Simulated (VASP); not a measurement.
# B (R-3m) in VASP: notebook

B is run at these levels: LDA, PBEsol, r2SCAN; tasks: electric field gradients.

Program: VASP 6.6.1. These are calculated values, not measurements. Logs are shortened: lines on timing, memory, paths and dates and some standing lists are left out, and cuts for length are marked.

## 1. The cell of the first run

Symmetry: R-3m, No. 166, trigonal system. The conventional cell has a = 4.918 Å, b = 4.918 Å, c = 12.581 Å, α = 90.00°, β = 90.00°, γ = 120.00°. B (site symmetry m) has 6 B at 1.67 to 1.81 Å within 2.2 Å. B (site symmetry m) has 7 B at 1.79 to 2.01 Å within 2.4 Å.

## 2. Electric field gradients, LDA

INCAR reads:

```
SYSTEM = B
PREC = Accurate
ENCUT = 420
EDIFF = 1E-8
ISMEAR = 0
SIGMA = 0.01
LREAL = .FALSE.
LASPH = .TRUE.
NELM = 120
ALGO = Normal
ISIF = 2
LWAVE = .FALSE.
LCHARG = .FALSE.
LEFG = .TRUE.
NBANDS = 30
GGA_COMPAT = .FALSE.
```

KPOINTS reads:

```
regular mesh
0
G
  6 6 6
  0 0 0
```

POSCAR reads:

```
B
1.0
    2.4589500000      1.4196754444      4.1935000000
   -2.4589500000      1.4196754444      4.1935000000
    0.0000000000     -2.8393508888      4.1935000000
B
12
Direct
    0.0101900000      0.6536100000      0.0101900000
    0.0101900000      0.0101900000      0.6536100000
    0.6536100000      0.0101900000      0.0101900000
    0.9898100000      0.3463900000      0.9898100000
    0.3463900000      0.9898100000      0.9898100000
    0.9898100000      0.9898100000      0.3463900000
    0.2211800000      0.6306000000      0.2211800000
    0.2211800000      0.2211800000      0.6306000000
    0.6306000000      0.2211800000      0.2211800000
    0.7788200000      0.3694000000      0.7788200000
    0.3694000000      0.7788200000      0.7788200000
    0.7788200000      0.7788200000      0.3694000000
```

Potentials or basis: VASP PAW LDA potentials, release 64 (B).

Command:

```
$ cat potpaw_LDA.64/B/POTCAR > POTCAR
$ mpirun -np 1 vasp_std > vasp.out
```

OUTCAR:

```text
SYSTEM = B
   PREC = Accurate
   ENCUT = 420
   EDIFF = 1E-8
   ISMEAR = 0
   LREAL = .FALSE.
   LASPH = .TRUE.
   NELM = 120
   ISIF = 2

 ion  position               nearest neighbor table
   1  0.010  0.654  0.010-   4 1.67   2 1.75   3 1.75   7 1.80  11 1.81  12 1.81
   2  0.010  0.010  0.654-   6 1.67   3 1.75   1 1.75   8 1.80  10 1.81  11 1.81
   3  0.654  0.010  0.010-   5 1.67   2 1.75   1 1.75   9 1.80  10 1.81  12 1.81
   4  0.990  0.346  0.990-   1 1.67   6 1.75   5 1.75  10 1.80   9 1.81   8 1.81
   5  0.346  0.990  0.990-   3 1.67   6 1.75   4 1.75  11 1.80   7 1.81   8 1.81
   6  0.990  0.990  0.346-   2 1.67   4 1.75   5 1.75  12 1.80   9 1.81   7 1.81
   7  0.221  0.631  0.221-  11 1.79  12 1.79   1 1.80   5 1.81   6 1.81   8 2.01   9 2.01
   8  0.221  0.221  0.631-  10 1.79  11 1.79   2 1.80   4 1.81   5 1.81   7 2.01   9 2.01
   9  0.631  0.221  0.221-  10 1.79  12 1.79   3 1.80   4 1.81   6 1.81   8 2.01   7 2.01
  10  0.779  0.369  0.779-   9 1.79   8 1.79   4 1.80   3 1.81   2 1.81  12 2.01  11 2.01
  11  0.369  0.779  0.779-   7 1.79   8 1.79   5 1.80   1 1.81   2 1.81  12 2.01  10 2.01
  12  0.779  0.779  0.369-   7 1.79   9 1.79   6 1.80   3 1.81   1 1.81  10 2.01  11 2.01

  LATTYP: Found a trigonal (rhomboedric) cell.
 ALAT       =     5.0643218421
 COS(alpha) =     0.5284944640

  Lattice vectors:

 A1 = (   2.4589500000,   1.4196754444,   4.1935000000)
 A2 = (  -2.4589500000,   1.4196754444,   4.1935000000)
 A3 = (   0.0000000000,  -2.8393508888,   4.1935000000)

Analysis of symmetry for initial positions (statically):
=====================================================================
 Subroutine PRICEL returns:
 Original cell was already a primitive cell.

 Routine SETGRP: Setting up the symmetry group for a
 trigonal (rhombohedral) supercell.

 Subroutine GETGRP returns: Found 12 space group operations
 (whereof 12 operations were pure point group operations)
 out of a pool of 12 trial point group operations.

The static configuration has the point symmetry D_3d.

Analysis of symmetry for dynamics (positions and initial velocities):
=====================================================================
 Subroutine PRICEL returns:
 Original cell was already a primitive cell.

 Routine SETGRP: Setting up the symmetry group for a
 trigonal (rhombohedral) supercell.

 Subroutine GETGRP returns: Found 12 space group operations
 (whereof 12 operations were pure point group operations)
 out of a pool of 12 trial point group operations.

The dynamic configuration has the point symmetry D_3d.

 Subroutine INISYM returns: Found 12 space group operations
 (whereof 12 operations are pure point group operations),
 and found     1 'primitive' translations

----------------------------------------------------------------------------------------

                                     Primitive cell

  volume of cell :      87.8348

  direct lattice vectors                    reciprocal lattice vectors
     2.458950000  1.419675444  4.193500000     0.203338823  0.117397724  0.079488097
    -2.458950000  1.419675444  4.193500000    -0.203338823  0.117397724  0.079488097
     0.000000000 -2.839350889  4.193500000     0.000000000 -0.234795449  0.079488097

  length of vectors
     5.064321842  5.064321842  5.064321842     0.247885579  0.247885579  0.247885579

  position of ions in fractional coordinates (direct lattice)
     0.010190000  0.653610000  0.010190000
     0.010190000  0.010190000  0.653610000
     0.653610000  0.010190000  0.010190000
     0.989810000  0.346390000  0.989810000
     0.346390000  0.989810000  0.989810000
     0.989810000  0.989810000  0.346390000
     0.221180000  0.630600000  0.221180000
     0.221180000  0.221180000  0.630600000
     0.630600000  0.221180000  0.221180000
     0.778820000  0.369400000  0.778820000
     0.369400000  0.778820000  0.778820000
     0.778820000  0.778820000  0.369400000

  ion indices of the primitive-cell ions
   primitive index   ion index
                 1           1
                 2           2
[... 104 lines left out ...]
  Fermi-wavevector in a.u.,A,eV,Ry     =   1.216056  2.298012 20.120177  1.478791
  Thomas-Fermi vector in A             =   2.351422
   LORBIT       =      0    0 simple, 1 ext, 2 COOP (PROOUT), +10 PAW based schemes
   GGA     = CA    functional components
   LHFCALC =     F    Hartree Fock is set to
   AEXX    =    0.0000 exact exchange contribution
   IVDW    =     0    specifies the selected vdW correction
   LEPSILON=     F    determine dielectric tensor
   LRPA    =     F    only Hartree local field effects (RPA)
 non-spin polarized calculation
 Gauss-broadening in eV      SIGMA  =   0.01
  energy-cutoff  :      420.00
  volume of cell :       87.83
 maximum number of plane-waves:      1744
 NGX is ok and might be reduce to    36
   NGX = 17   NGY = 17   NGZ = 17

 number of electron      36.0000000 magnetization

 Free energy of the ion-electron system (eV)
  ---------------------------------------------------
  ext. energy  EPLUGINS =         0.00000000
  ---------------------------------------------------
  free energy    TOTEN  =       -89.47461075 eV

  energy without entropy =      -89.47461075  energy(sigma->0) =      -89.47461075

 E-fermi :   5.9933     XC(G=0): -11.6517

 val. band max:        5.8971351604   @ k =   0.5000   0.5000   0.5000
 cond. band min:       7.3368238350   @ k =   0.0000   0.0000   0.0000
 fundamental gap:      1.4396886746
 Fermi energy:         5.9933367413

 k-point     1 :       0.0000    0.0000    0.0000
  band No.  band energies     occupation
      1     -10.0031      2.00000
      2      -4.3283      2.00000
      3      -4.0822      2.00000
      4      -4.0822      2.00000
      5      -3.0711      2.00000
      6      -2.4260      2.00000
[... 781 lines left out ...]
     29      14.7063      0.00000
     30      15.7159      0.00000

 [... further k-points ...]
[... 5 lines left out ...]
  --------------------------------------------------------------------------------------
  -------------------------------------------------------------------------------------
  Total       -5.7245007     -5.7245007     -5.5260798      0.0000000     -0.0000000      0.0000000
  in kB     -104.4194815   -104.4194815   -100.8001249      0.0000000     -0.0000000      0.0000000
  external PRESSURE =    -103.2130293 kB  Pullay stress =       0.0000000 kB

 VOLUME and BASIS-vectors are now :
 -----------------------------------------------------------------------------
  energy-cutoff  :      420.00
  volume of cell :       87.83
      direct lattice vectors                 reciprocal lattice vectors
     2.458950000  1.419675444  4.193500000     0.203338823  0.117397724  0.079488097
    -2.458950000  1.419675444  4.193500000    -0.203338823  0.117397724  0.079488097
     0.000000000 -2.839350889  4.193500000     0.000000000 -0.234795449  0.079488097

 POSITION                                       TOTAL-FORCE (eV/Angst)
 -----------------------------------------------------------------------------------
     -1.58214      0.91345      2.82638        -0.207081      0.119558      0.242251
      0.00000     -1.82690      2.82638        -0.000000     -0.239117      0.242251
      1.58214      0.91345      2.82638         0.207081      0.119558      0.242251
      1.58214     -0.91345      9.75412         0.207081     -0.119558     -0.242251
     -1.58214     -0.91345      9.75412        -0.207081     -0.119558     -0.242251
      0.00000      1.82690      9.75412        -0.000000      0.239117     -0.242251
     -1.00674      0.58124      4.49946        -0.226234      0.130616     -0.098279
      0.00000     -1.16249      4.49946        -0.000000     -0.261232     -0.098279
      1.00674      0.58124      4.49946         0.226234      0.130616     -0.098279
      1.00674     -0.58124      8.08104         0.226234     -0.130616      0.098279
     -1.00674     -0.58124      8.08104        -0.226234     -0.130616      0.098279
      0.00000      1.16249      8.08104        -0.000000      0.261232      0.098279
 -----------------------------------------------------------------------------------
    total drift:                               -0.000000      0.000000      0.000000

  FREE ENERGIE OF THE ION-ELECTRON SYSTEM (eV)
  ---------------------------------------------------
  free  energy   TOTEN  =       -89.4746107514 eV

  energy  without entropy=      -89.4746107514  energy(sigma->0) =      -89.47461075

 Electric field gradients (V/A^2)
---------------------------------------------------------------------
 ion       V_xx      V_yy      V_zz      V_xy      V_xz      V_yz
---------------------------------------------------------------------
   1       1.317     7.278    -8.595     5.162    10.011    -5.780
   2      10.258    -1.663    -8.595     0.000    -0.000    11.559
   3       1.317     7.278    -8.595    -5.162   -10.011    -5.780
   4       1.317     7.278    -8.595     5.162    10.011    -5.780
   5       1.317     7.278    -8.595    -5.162   -10.011    -5.780
   6      10.258    -1.663    -8.595    -0.000    -0.000    11.559
   7       5.103     0.008    -5.111    -4.413     2.417    -1.395
   8      -2.540     7.651    -5.111    -0.000    -0.000     2.791
   9       5.103     0.008    -5.111     4.413    -2.417    -1.395
  10       5.103     0.008    -5.111    -4.413     2.417    -1.395
  11       5.103     0.008    -5.111     4.413    -2.417    -1.395
  12      -2.540     7.651    -5.111    -0.000    -0.000     2.791
---------------------------------------------------------------------

 Electric field gradients after diagonalization (V/A^2)
 (convention: |V_zz| > |V_xx| > |V_yy|)
----------------------------------------------------------------------
 ion       V_xx      V_yy      V_zz     asymmetry (V_yy - V_xx)/ V_zz
----------------------------------------------------------------------
   1      10.258     6.939   -17.197       0.193
   2      10.258     6.939   -17.197       0.193
   3      10.258     6.939   -17.197       0.193
   4      10.258     6.939   -17.197       0.193
   5      10.258     6.939   -17.197       0.193
   6      10.258     6.939   -17.197       0.193
   7      -5.695    -2.540     8.235       0.383
   8      -5.695    -2.540     8.235       0.383
   9      -5.695    -2.540     8.235       0.383
  10      -5.695    -2.540     8.235       0.383
  11      -5.695    -2.540     8.235       0.383
  12      -5.695    -2.540     8.235       0.383
----------------------------------------------------------------------

           NMR quadrupolar parameters

 Cq : quadrupolar parameter    Cq=e*Q*V_zz/h
 eta: asymmetry parameters     (V_yy - V_xx)/ V_zz
 Q  : nuclear electric quadrupole moment in mb (millibarn)
----------------------------------------------------------------------
 ion       Cq(MHz)       eta       Q (mb)
----------------------------------------------------------------------
   1      -0.042       0.193       1.000
   2      -0.042       0.193       1.000
   3      -0.042       0.193       1.000
   4      -0.042       0.193       1.000
   5      -0.042       0.193       1.000
   6      -0.042       0.193       1.000
   7       0.020       0.383       1.000
   8       0.020       0.383       1.000
   9       0.020       0.383       1.000
  10       0.020       0.383       1.000
  11       0.020       0.383       1.000
  12       0.020       0.383       1.000
----------------------------------------------------------------------
```

Wall time 52 s (1 thread of Intel Xeon Platinum 8488C (Sapphire Rapids), shared host); peak memory 0.18 GiB.

What came out:

| Quantity | Value |
| --- | --- |
| Free energy | -89.4746 eV |
| Pressure | -10.3 GPa |
| Largest force | 0.340 eV/Å |
| Band gap on the k mesh | 1.44 eV, indirect (least direct gap 1.79 eV) |

Forces on the atoms (eV/Å):
```
B   -0.207  0.120  0.242
B    0.000 -0.239  0.242
B    0.207  0.120  0.242
B    0.207 -0.120 -0.242
B   -0.207 -0.120 -0.242
B    0.000  0.239 -0.242
B   -0.226  0.131 -0.098
B    0.000 -0.261 -0.098
B    0.226  0.131 -0.098
B    0.226 -0.131  0.098
B   -0.226 -0.131  0.098
B    0.000  0.261  0.098
```

Electric field gradients, principal values (V/Å²):
```tsv
atom	least	middle	greatest (by size)
1 B	6.939	10.258	-17.197
2 B	6.939	10.258	-17.197
3 B	6.939	10.258	-17.197
4 B	6.939	10.258	-17.197
5 B	6.939	10.258	-17.197
6 B	6.939	10.258	-17.197
7 B	-2.540	-5.695	8.235
8 B	-2.540	-5.695	8.235
9 B	-2.540	-5.695	8.235
10 B	-2.540	-5.695	8.235
11 B	-2.540	-5.695	8.235
12 B	-2.540	-5.695	8.235
```

Caveat: without QUAD_EFG the Cq values of the log hold for a quadrupole moment of 1 mb, not for the nuclei.

## 3. Electric field gradients, PBEsol

INCAR reads:

```
SYSTEM = B
ALGO = Normal
EDIFF = 1E-8
ENCUT = 420
GGA = PS
GGA_COMPAT = .FALSE.
ISIF = 2
ISMEAR = -1
LASPH = .TRUE.
LCHARG = .FALSE.
LEFG = .TRUE.
LREAL = .FALSE.
LWAVE = .FALSE.
NBANDS = 30
NELM = 120
PREC = Accurate
SIGMA = 0.02
```

KPOINTS reads:

```
k-points
0
G
  7 7 7
  0 0 0
```

POSCAR is that of step 2.

Potentials or basis: VASP PAW PBE potentials, release 64 (B).

Command:

```
$ cat potpaw_PBE.64/B/POTCAR > POTCAR
$ mpirun -np 1 vasp_std > vasp.out
```

OUTCAR:

```text
SYSTEM = B
   EDIFF = 1E-8
   ENCUT = 420
   GGA = PS
   ISIF = 2
   ISMEAR = -1
   LASPH = .TRUE.
   LREAL = .FALSE.
   NELM = 120
   PREC = Accurate

 ion  position               nearest neighbor table
   1  0.010  0.654  0.010-   4 1.67   2 1.75   3 1.75   7 1.80  11 1.81  12 1.81
   2  0.010  0.010  0.654-   6 1.67   3 1.75   1 1.75   8 1.80  10 1.81  11 1.81
   3  0.654  0.010  0.010-   5 1.67   2 1.75   1 1.75   9 1.80  10 1.81  12 1.81
   4  0.990  0.346  0.990-   1 1.67   6 1.75   5 1.75  10 1.80   9 1.81   8 1.81
   5  0.346  0.990  0.990-   3 1.67   6 1.75   4 1.75  11 1.80   7 1.81   8 1.81
   6  0.990  0.990  0.346-   2 1.67   4 1.75   5 1.75  12 1.80   9 1.81   7 1.81
   7  0.221  0.631  0.221-  11 1.79  12 1.79   1 1.80   5 1.81   6 1.81   8 2.01   9 2.01
   8  0.221  0.221  0.631-  10 1.79  11 1.79   2 1.80   4 1.81   5 1.81   7 2.01   9 2.01
   9  0.631  0.221  0.221-  10 1.79  12 1.79   3 1.80   4 1.81   6 1.81   8 2.01   7 2.01
  10  0.779  0.369  0.779-   9 1.79   8 1.79   4 1.80   3 1.81   2 1.81  12 2.01  11 2.01
  11  0.369  0.779  0.779-   7 1.79   8 1.79   5 1.80   1 1.81   2 1.81  12 2.01  10 2.01
[... 1074 lines left out ...]
   3       9.987     6.744   -16.732       0.194
   4       9.987     6.744   -16.732       0.194
   5       9.987     6.744   -16.732       0.194
   6       9.987     6.744   -16.732       0.194
   7      -5.671    -2.449     8.120       0.397
   8      -5.671    -2.449     8.120       0.397
   9      -5.671    -2.449     8.120       0.397
  10      -5.671    -2.449     8.120       0.397
  11      -5.671    -2.449     8.120       0.397
  12      -5.671    -2.449     8.120       0.397
----------------------------------------------------------------------

           NMR quadrupolar parameters

 Cq : quadrupolar parameter    Cq=e*Q*V_zz/h
 eta: asymmetry parameters     (V_yy - V_xx)/ V_zz
 Q  : nuclear electric quadrupole moment in mb (millibarn)
----------------------------------------------------------------------
 ion       Cq(MHz)       eta       Q (mb)
----------------------------------------------------------------------
   1      -0.040       0.194       1.000
   2      -0.040       0.194       1.000
   3      -0.040       0.194       1.000
   4      -0.040       0.194       1.000
   5      -0.040       0.194       1.000
   6      -0.040       0.194       1.000
   7       0.020       0.397       1.000
   8       0.020       0.397       1.000
   9       0.020       0.397       1.000
  10       0.020       0.397       1.000
  11       0.020       0.397       1.000
  12       0.020       0.397       1.000
----------------------------------------------------------------------
```

Wall time 82 s (1 thread of Intel Xeon Platinum 8488C (Sapphire Rapids), shared host); peak memory 0.21 GiB.

What came out:

```
Free energy            : -84.4372 eV
Pressure               : -4.8 GPa
Largest force          : 0.196 eV/Å
Band gap on the k mesh : 1.41 eV, indirect (least direct gap 1.74 eV)
```

Forces on the atoms (eV/Å):
```
B   -0.092  0.053  0.164
B    0.000 -0.106  0.164
B    0.092  0.053  0.164
B    0.092 -0.053 -0.164
B   -0.092 -0.053 -0.164
B    0.000  0.106 -0.164
B   -0.052  0.030 -0.034
B    0.000 -0.061 -0.034
B    0.052  0.030 -0.034
B    0.052 -0.030  0.034
B   -0.052 -0.030  0.034
B    0.000  0.061  0.034
```

Stress tensor (GPa, compression positive):
```
-5.01  0.00  0.00
 0.00 -5.01  0.00
 0.00  0.00 -4.23
```

Levels at points of the mesh, in eV from the valence-band top:
| k point | band 15 | band 16 | band 17 | band 18 | band 19 | band 20 | band 21 | band 22 |
| --- | --- | --- | --- | --- | --- | --- | --- | --- |
| (0.00, 0.00, 0.00) | -1.38 | -0.84 | -0.84 | -0.34 | 1.42 | 4.48 | 4.48 | 4.69 |

Electric field gradients, principal values (V/Å²):
| atom | least | middle | greatest (by size) |
| --- | --- | --- | --- |
| 1 B | 6.744 | 9.987 | -16.732 |
| 2 B | 6.744 | 9.987 | -16.732 |
| 3 B | 6.744 | 9.987 | -16.732 |
| 4 B | 6.744 | 9.987 | -16.732 |
| 5 B | 6.744 | 9.987 | -16.732 |
| 6 B | 6.744 | 9.987 | -16.732 |
| 7 B | -2.449 | -5.671 | 8.120 |
| 8 B | -2.449 | -5.671 | 8.120 |
| 9 B | -2.449 | -5.671 | 8.120 |
| 10 B | -2.449 | -5.671 | 8.120 |
| 11 B | -2.449 | -5.671 | 8.120 |
| 12 B | -2.449 | -5.671 | 8.120 |

Caveat: without QUAD_EFG the Cq values of the log hold for a quadrupole moment of 1 mb, not for the nuclei; the PAW data sets were made with another functional, which shifts forces and pressure a little. A k mesh can miss the band edges.

(Continued in part 2 of 2.)
